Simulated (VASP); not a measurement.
Here is a VASP 6.6.1 calculation.

File INCAR:

```
PREC = Accurate
ENCUT = 520
EDIFF = 1E-8
ISMEAR = -1
SIGMA = 0.01
LREAL = False
LASPH = True
NELM = 100
ALGO = Normal
ISIF = 2
LWAVE = False
LCHARG = False
GGA = PE
LEFG = True
NBANDS = 17
```

The input KPOINTS:

```
Automatic mesh
0
Gamma
  9 9 9
```

File POSCAR:

```
PbSe
1.0
    0.0000000000      3.0621500000      2.9702855000
    3.0621500000      0.0000000000      2.9702855000
    3.0621500000      3.0621500000      0.0000000000
Pb Se
1 1
Direct
    0.0000000000      0.0000000000      0.0000000000
    0.5000000000      0.5000000000      0.5000000000
```

Potentials or basis: VASP PAW PBE potentials, release 64 (Pb_d, Se).

Command:

```console
$ cat potpaw_PBE.64/Pb_d/POTCAR potpaw_PBE.64/Se/POTCAR > POTCAR
$ mpirun -np 1 vasp_std > vasp.out
```

Task: What does it give for the band gap on the k mesh?

Result: 0.64 eV, direct.

Task: What does it give for the pressure?

Result: 4.3 GPa.

Electric field gradients, principal values (V/Å²):
```tsv
atom	least	middle	greatest (by size)
1 Pb	49.203	49.203	-98.406
2 Se	4.416	4.416	-8.831
```

Caveat: the cell differs from its parent crystal (zz strain of -3 %); without QUAD_EFG the Cq values of the log hold for a quadrupole moment of 1 mb, not for the nuclei; spin-orbit coupling is left out, which moves the levels of the heavy elements. A k mesh can miss the band edges.
